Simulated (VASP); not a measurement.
Set up this calculation in VASP 6.6.1, as the native input.

* Task: single point
* Functional: PBE
* Potentials or basis: VASP PAW PBE potentials, release 64 (Ti_sv, N)
* Cutoff: 520 eV
* k mesh: 18 × 18 × 18
* Occupations: gaussian, width 0.1 eV
* Spin: no spin polarisation
* Dipole correction: no
* Further INCAR settings: ALGO = Normal; EDIFF = 1e-06; NBANDS = 16

The structure of TiN lies in POSCAR:

```
TiN
1.0
    0.0000000000      2.1650105459      2.1650105459
    2.1650105459      0.0000000000      2.1650105459
    2.1650105459      2.1650105459      0.0000000000
Ti N
1 1
Direct
    0.0000000000      0.0000000000      0.0000000000
    0.5000000000      0.5000000000      0.5000000000
```

One way to write it, as run:

INCAR

```
PREC = Accurate
ENCUT = 520
EDIFF = 1E-6
ISMEAR = 0
SIGMA = 0.1
LREAL = F
LASPH = T
NELM = 80
ALGO = Normal
ISIF = 2
LWAVE = F
LCHARG = F
GGA = PE
NBANDS = 16
```

KPOINTS

```
regular mesh
0
Gamma
  18 18 18
```

Potentials or basis: VASP PAW PBE potentials, release 64 (Ti_sv, N).

The run is started by

```bash
$ cat potpaw_PBE.64/Ti_sv/POTCAR potpaw_PBE.64/N/POTCAR > POTCAR
$ mpirun -np 1 vasp_std > vasp.out
```

It gave:

```
Pressure               : -13.9 GPa
Band gap on the k mesh : zero (an odd number of electrons rules out a gap without spin polarisation)
```

Caveat: the cell stands under tension.

It took 82 s on 1 thread of Intel Xeon 8259CL, with other jobs on the host, peak memory 0.19 GiB.
